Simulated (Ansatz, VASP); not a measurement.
# One calculation of TeW, two programs

```
CELL_PARAMETERS angstrom
0.00000 3.06183 3.06183
3.06183 0.00000 3.06183
3.06183 3.06183 0.00000
ATOMIC_POSITIONS crystal
W 0.00000 0.00000 0.00000
Te 0.25000 0.25000 0.25000
```

Alike in both runs: task single point; functional PBE; k mesh 12 × 12 × 12; occupations gaussian, width 0.1 eV; collinear spin.

|  | VASP | Ansatz |
| --- | --- | --- |
| version | VASP 6.6.1 | Ansatz 0.2.0 |
| potentials or method | VASP PAW PBE potentials, release 64 (W_sv, Te), cutoff 520 eV | scalar-relativistic, plane waves, PAW |
| valence electrons in the cell | 20 | 30 |

```tsv
	VASP	Ansatz	Ansatz less VASP
gap on the k mesh at the Fermi level (eV)	none	none	-
pressure (GPa)	0.0	0.0	+0.01
net moment per atom (μB)	0.70	0.70	0.000
size of the moment on the site where the two differ most (μB)	1.10	0.95	-0.152
```

Site moments also hang on the region over which each program counts them. A gap of «none» marks a metal or a gap that the smearing closes. VASP's potentials hold 20 valence electrons a cell and Ansatz's 30, so a difference there can come from the potentials and not from the codes.

Spin-orbit coupling is off throughout.
